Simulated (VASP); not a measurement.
# SrTiO3 (Pm-3m) in VASP: a series of runs

The runs below take SrTiO3 through single point, with PBE, PBE0+D4.

Program: VASP 6.6.1. These are calculated values, not measurements. Logs are shortened: lines on timing, memory, paths and dates and some standing lists are left out, and cuts for length are marked.

## 1. The cell of the first run

The structure is cubic, space group Pm-3m (No. 221). Conventional cell: a = 3.905 Å, b = 3.905 Å, c = 3.905 Å, α = 90.00°, β = 90.00°, γ = 90.00°. Sr (site symmetry m-3m) has 12 O at 2.76 Å and 8 Ti at 3.38 Å within 3.6 Å. Within 2.6 Å of Ti (site symmetry m-3m) lie 6 O at 1.95 Å. Within 2.6 Å of O (site symmetry 4/mmm) lie 2 Ti at 1.95 Å.

## 2. Single point, PBE

Contents of INCAR:

```
SYSTEM = SrTiO3
ALGO = Normal
EDIFF = 1E-6
ENCUT = 520
GGA = PE
ISIF = 2
ISMEAR = 0
LASPH = .TRUE.
LCHARG = .FALSE.
LREAL = .FALSE.
LWAVE = .FALSE.
NBANDS = 28
NELM = 100
PREC = Accurate
SIGMA = 0.05
```

Contents of KPOINTS:

```
k-points
0
G
  4 4 4
  0 0 0
```

Contents of POSCAR:

```
SrTiO3
1.0
    3.9050012542      0.0000000000      0.0000000000
    0.0000000000      3.9050012542      0.0000000000
    0.0000000000      0.0000000000      3.9050012542
Sr Ti O
1 1 3
Direct
    0.0000000000      0.0000000000      0.0000000000
    0.5000000000      0.5000000000      0.5000000000
    0.0000000000      0.5000000000      0.5000000000
    0.5000000000      0.5000000000      0.0000000000
    0.5000000000      0.0000000000      0.5000000000
```

Potentials or basis: VASP PAW PBE potentials, release 64 (Sr_sv, Ti_sv, O).

Launch:

```bash
$ cat potpaw_PBE.64/Sr_sv/POTCAR potpaw_PBE.64/Ti_sv/POTCAR potpaw_PBE.64/O/POTCAR > POTCAR
$ mpirun -np 1 vasp_std > vasp.out
```

OUTCAR:

```text
SYSTEM = SrTiO3
   EDIFF = 1E-6
   ENCUT = 520
   GGA = PE
   ISIF = 2
   ISMEAR = 0
   LASPH = .TRUE.
   LREAL = .FALSE.
   NELM = 100
   PREC = Accurate

 ion  position               nearest neighbor table
   1  0.000  0.000  0.000-   3 2.76   4 2.76   5 2.76   3 2.76   5 2.76   3 2.76   4 2.76   3 2.76
                             4 2.76   5 2.76   5 2.76   4 2.76   2 3.38   2 3.38   2 3.38   2 3.38
   2  0.500  0.500  0.500-   3 1.95   4 1.95   5 1.95   4 1.95   5 1.95   3 1.95   1 3.38   1 3.38
                             1 3.38   1 3.38   1 3.38   1 3.38   1 3.38   1 3.38
   3  0.000  0.500  0.500-   2 1.95   2 1.95   1 2.76   1 2.76   1 2.76   1 2.76
   4  0.500  0.500  0.000-   2 1.95   2 1.95   1 2.76   1 2.76   1 2.76   1 2.76
   5  0.500  0.000  0.500-   2 1.95   2 1.95   1 2.76   1 2.76   1 2.76   1 2.76

  LATTYP: Found a simple cubic cell.
 ALAT       =     3.9050012542

  Lattice vectors:

 A1 = (   3.9050012542,   0.0000000000,   0.0000000000)
 A2 = (   0.0000000000,   3.9050012542,   0.0000000000)
 A3 = (   0.0000000000,   0.0000000000,   3.9050012542)

Analysis of symmetry for initial positions (statically):
=====================================================================
 Subroutine PRICEL returns:
 Original cell was already a primitive cell.

 Routine SETGRP: Setting up the symmetry group for a
 simple cubic supercell.

 Subroutine GETGRP returns: Found 48 space group operations
 (whereof 48 operations were pure point group operations)
 out of a pool of 48 trial point group operations.

The static configuration has the point symmetry O_h .

Analysis of symmetry for dynamics (positions and initial velocities):
=====================================================================
 Subroutine PRICEL returns:
 Original cell was already a primitive cell.

 Routine SETGRP: Setting up the symmetry group for a
 simple cubic supercell.

 Subroutine GETGRP returns: Found 48 space group operations
 (whereof 48 operations were pure point group operations)
 out of a pool of 48 trial point group operations.

The dynamic configuration has the point symmetry O_h .

 Subroutine INISYM returns: Found 48 space group operations
 (whereof 48 operations are pure point group operations),
 and found     1 'primitive' translations

----------------------------------------------------------------------------------------

                                     Primitive cell

  volume of cell :      59.5475

  direct lattice vectors                    reciprocal lattice vectors
     3.905001254  0.000000000  0.000000000     0.256081864  0.000000000  0.000000000
     0.000000000  3.905001254  0.000000000     0.000000000  0.256081864  0.000000000
     0.000000000  0.000000000  3.905001254     0.000000000  0.000000000  0.256081864

  length of vectors
     3.905001254  3.905001254  3.905001254     0.256081864  0.256081864  0.256081864

  position of ions in fractional coordinates (direct lattice)
     0.000000000  0.000000000  0.000000000
     0.500000000  0.500000000  0.500000000
     0.000000000  0.500000000  0.500000000
     0.500000000  0.500000000  0.000000000
     0.500000000  0.000000000  0.500000000

  ion indices of the primitive-cell ions
   primitive index   ion index
                 1           1
                 2           2
                 3           3
                 4           4
                 5           5

----------------------------------------------------------------------------------------

 KPOINTS: k-points

Automatic generation of k-mesh.
 Grid dimensions read from file:
 generate k-points for:    4    4    4

 Generating k-lattice:

  Cartesian coordinates                     Fractional coordinates (reciprocal lattice)
     0.064020466  0.000000000  0.000000000     0.250000000  0.000000000  0.000000000
     0.000000000  0.064020466  0.000000000     0.000000000  0.250000000  0.000000000
     0.000000000  0.000000000  0.064020466     0.000000000  0.000000000  0.250000000

  Length of vectors
     0.064020466  0.064020466  0.064020466

  Shift w.r.t. Gamma in fractional coordinates (k-lattice)
     0.000000000  0.000000000  0.000000000

 Subroutine IBZKPT returns following result:
 ===========================================

 Found     10 irreducible k-points:

 Following reciprocal coordinates:
            Coordinates               Weight
  0.000000  0.000000  0.000000      1.000000
  0.250000  0.000000  0.000000      6.000000
  0.500000  0.000000  0.000000      3.000000
  0.250000  0.250000  0.000000     12.000000
  0.500000  0.250000  0.000000     12.000000
  0.500000  0.500000  0.000000      3.000000
  0.250000  0.250000  0.250000      8.000000
  0.500000  0.250000  0.250000     12.000000
  0.500000  0.500000  0.250000      6.000000
  0.500000  0.500000  0.500000      1.000000
   k-points           NKPTS =     10   k-points in BZ     NKDIM =     10   number of bands    NBANDS=     28
   number of dos      NEDOS =    301   number of ions     NIONS =      5
   total plane-waves  NPLWV =  27000
   dimension x,y,z NGX =    30 NGY =   30 NGZ =   30
   dimension x,y,z NGXF=    60 NGYF=   60 NGZF=   60
   ions per type =               1   1   3
   NGX,Y,Z   is equivalent  to a cutoff of  12.77, 12.77, 12.77 a.u.
   NGXF,Y,Z  is equivalent  to a cutoff of  25.54, 25.54, 25.54 a.u.
 SYSTEM =  SrTiO3
   PREC   = accura    normal or accurate (medium, high low for compatibility)
   ISTART =      0    job   : 0-new  1-cont  2-samecut
   ICHARG =      2    charge: 1-file 2-atom 10-const
   ISPIN  =      1    spin polarized calculation?
   LNONCOLLINEAR =      F non collinear calculations
   LSORBIT =      F    spin-orbit coupling
   LASPH  =      T    aspherical Exc in radial PAW
   ENCUT  =  520.0 eV  38.22 Ry    6.18 a.u.   7.26  7.26  7.26*2*pi/ulx,y,z
   NELM   =    100;   NELMIN=  2; NELMDL= -5     # of ELM steps
   EDIFF  = 0.1E-05   stopping-criterion for ELM
   LREAL  =      F    real-space projection
   EDIFFG = 0.1E-04   stopping-criterion for IOM
   NSW    =      0    number of steps for IOM
   IBRION =     -1    ionic relax: 0-MD 1-quasi-New 2-CG
   NFREE  =      0    steps in history (QN), initial steepest desc. (CG)
   ISIF   =      2    stress and relaxation
   ISYM   =      2    0-nonsym 1-usesym 2-fastsym
   POTIM  = 0.5000    time-step for ionic-motion
   TEBEG  =    0.0;   TEEND  =   0.0 temperature during run
   PSTRESS=    0.0 pullay stress
   NELECT =      40.0000    total number of electrons
   NUPDOWN=      -1.0000    fix difference up-down
   EMIN   =  10.00;   EMAX   =-10.00  energy-range for DOS
   EFERMI =   0.00;   METHOD = LEGACY
   ISMEAR =     0;   SIGMA  =   0.05  broadening in eV -4-tet -1-fermi 0-gaus
   EFERMI_NEDOS =   21; number of points for ismear=-14 and -15
   IALGO  =     38    algorithm
   IMIX   =      4    mixing-type and parameters
     AMIX     =   0.40;   BMIX     =  1.00
     AMIX_MAG =   1.60;   BMIX_MAG =  1.00
  volume/ion in A,a.u.               =      11.91        80.37
  Fermi-wavevector in a.u.,A,eV,Ry     =   1.433751  2.709396 27.968696  2.055641
  Thomas-Fermi vector in A             =   2.553235
   LORBIT       =      0    0 simple, 1 ext, 2 COOP (PROOUT), +10 PAW based schemes
   GGA     = PE    functional components
   LHFCALC =     F    Hartree Fock is set to
   AEXX    =    0.0000 exact exchange contribution
   IVDW    =     0    specifies the selected vdW correction
   LEPSILON=     F    determine dielectric tensor
   LRPA    =     F    only Hartree local field effects (RPA)
 non-spin polarized calculation
 Gauss-broadening in eV      SIGMA  =   0.05
  energy-cutoff  :      520.00
  volume of cell :       59.55
 maximum number of plane-waves:      1628
 NGX is ok and might be reduce to    30
   NGX = 15   NGY = 15   NGZ = 15

 number of electron      40.0000005 magnetization

 Free energy of the ion-electron system (eV)
  ---------------------------------------------------
  ext. energy  EPLUGINS =         0.00000000
  ---------------------------------------------------
  free energy    TOTEN  =       -40.05833091 eV

  energy without entropy =      -40.05833091  energy(sigma->0) =      -40.05833091

 E-fermi :   4.4896     XC(G=0): -11.2710

 val. band max:        4.1706075278   @ k =   0.5000   0.5000   0.5000
 cond. band min:       6.0069878477   @ k =   0.0000   0.0000   0.0000
 fundamental gap:      1.8363803199
 Fermi energy:         4.4896205455

 k-point     1 :       0.0000    0.0000    0.0000
  band No.  band energies     occupation
      1     -52.3207      2.00000
      2     -28.6232      2.00000
      3     -28.5656      2.00000
      4     -28.5656      2.00000
      5     -28.5656      2.00000
      6     -13.2589      2.00000
[... 20 lines left out ...]
     27       9.5696      0.00000
     28      10.3794      0.00000

 k-point     2 :       0.2500    0.0000    0.0000
  band No.  band energies     occupation
      1     -52.3200      2.00000
      2     -28.6867      2.00000
      3     -28.5642      2.00000
      4     -28.5642      2.00000
      5     -28.5258      2.00000
      6     -13.3300      2.00000
[... 20 lines left out ...]
     27      10.5101      0.00000
     28      11.7655      0.00000

 k-point     3 :       0.5000    0.0000    0.0000
  band No.  band energies     occupation
      1     -52.3192      2.00000
      2     -28.7324      2.00000
      3     -28.5628      2.00000
      4     -28.5628      2.00000
      5     -28.5032      2.00000
      6     -13.4843      2.00000
[... 20 lines left out ...]
     27      11.5912      0.00000
     28      12.1855      0.00000

 k-point     4 :       0.2500    0.2500    0.0000
  band No.  band energies     occupation
      1     -52.3192      2.00000
      2     -28.6807      2.00000
      3     -28.6002      2.00000
      4     -28.5628      2.00000
      5     -28.5198      2.00000
      6     -13.1843      2.00000
[... 144 lines left out ...]
     27      12.4744      0.00000
     28      12.5001      0.00000

 k-point     9 :       0.5000    0.5000    0.2500
  band No.  band energies     occupation
      1     -52.3169      2.00000
      2     -28.6327      2.00000
      3     -28.6327      2.00000
      4     -28.5956      2.00000
      5     -28.5714      2.00000
      6     -12.2809      2.00000
[... 20 lines left out ...]
     27      12.2174      0.00000
     28      12.6987      0.00000

 k-point    10 :       0.5000    0.5000    0.5000
  band No.  band energies     occupation
      1     -52.3161      2.00000
      2     -28.6308      2.00000
      3     -28.6308      2.00000
      4     -28.6308      2.00000
      5     -28.5623      2.00000
      6     -11.9179      2.00000
[... 20 lines left out ...]
     27      12.5312      0.00000
     28      12.5312      0.00000

------------------------ aborting loop because EDIFF is reached ----------------------------------------

  FORCE on cell =-STRESS in cart. coord.  units (eV):
  Direction    XX          YY          ZZ          XY          YZ          ZX
  --------------------------------------------------------------------------------------
  -------------------------------------------------------------------------------------
  Total        1.8631526      1.8631526      1.8631526     -0.0000000      0.0000000      0.0000000
  in kB       50.1297429     50.1297429     50.1297429     -0.0000000      0.0000000      0.0000000
  external PRESSURE =      50.1297429 kB  Pullay stress =       0.0000000 kB

 VOLUME and BASIS-vectors are now :
 -----------------------------------------------------------------------------
  energy-cutoff  :      520.00
  volume of cell :       59.55
      direct lattice vectors                 reciprocal lattice vectors
     3.905001254  0.000000000  0.000000000     0.256081864  0.000000000  0.000000000
     0.000000000  3.905001254  0.000000000     0.000000000  0.256081864  0.000000000
     0.000000000  0.000000000  3.905001254     0.000000000  0.000000000  0.256081864

 POSITION                                       TOTAL-FORCE (eV/Angst)
 -----------------------------------------------------------------------------------
      0.00000      0.00000      0.00000         0.000000      0.000000      0.000000
      1.95250      1.95250      1.95250         0.000000      0.000000      0.000000
      0.00000      1.95250      1.95250         0.000000      0.000000      0.000000
      1.95250      1.95250      0.00000         0.000000      0.000000      0.000000
      1.95250      0.00000      1.95250         0.000000      0.000000      0.000000
 -----------------------------------------------------------------------------------
    total drift:                                0.000000      0.000000     -0.000000

  FREE ENERGIE OF THE ION-ELECTRON SYSTEM (eV)
  ---------------------------------------------------
  free  energy   TOTEN  =       -40.0583309096 eV

  energy  without entropy=      -40.0583309096  energy(sigma->0) =      -40.05833091
```

Wall time 10 s (1 thread of Intel Xeon 6975P-C (Granite Rapids), shared host); peak memory 0.17 GiB.

Results:

- Free energy: -40.0583 eV
- Pressure: 5.0 GPa
- Band gap on the k mesh: 1.84 eV, indirect (least direct gap 2.19 eV)

A k mesh can miss the band edges. PBE gaps usually lie below the measured ones, often by a third to a half.

(Continued in part 2 of 2.)
